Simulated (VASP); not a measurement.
Sn: single point with PBE

Sn:

```
Sn
1.0
    -2.96091    2.92910    1.59065
     2.92910   -2.96091    1.59065
     2.90260    2.90260   -1.64897
Sn
2
Direct
  0.00000 0.00000 0.00000
  0.75000 0.25000 0.50000
```

This cell differs from its parent crystal: equal xy, yz and zx shear strains of -2 %.

| Item | Value |
| --- | --- |
| Program | VASP 6.6.1 |
| Task | single point |
| Functional | PBE |
| Potentials or basis | VASP PAW PBE potentials, release 64 (Sn_d) |
| Cutoff | 520 eV |
| k mesh | 15 × 15 × 15 |
| Occupations | fermi-dirac, width 0.05 eV |
| Spin | no spin polarisation |
| Dipole correction | no |
| Further INCAR settings | ALGO = Normal; EDIFF = 1e-07; NBANDS = 21 |

```
Pressure               : 2.6 GPa
Largest force          : 0.068 eV/Å
Band gap on the k mesh : zero (bands 14 and 15 overlap by 4.39 eV)
```

Forces in eV/Å, atoms in the order of the input:
```
Sn   0.048 -0.048  0.000
Sn  -0.048  0.048  0.000
```

Stress tensor (GPa, compression positive):
```
2.95 0.51 0.59
0.51 2.95 0.59
0.59 0.59 1.96
```

Levels at points of the mesh, in eV from the Fermi level:
| k point | band 10 | band 11 | band 12 | band 13 | band 14 | band 15 | band 16 | band 17 | band 18 | band 19 |
| --- | --- | --- | --- | --- | --- | --- | --- | --- | --- | --- |
| (0.00, 0.00, 0.00) | -21.17 | -11.17 | -3.62 | -2.13 | -1.84 | 2.98 | 6.22 | 6.30 | 6.83 | 6.93 |

It took 31 min on 1 thread of Oxide Virtual Turin-like Processor (shared host), peak memory 0.8 GiB.

Caveat: the cell differs from its parent crystal (equal xy, yz and zx shear strains of -2 %); spin-orbit coupling is left out, which moves the levels of the heavy elements.
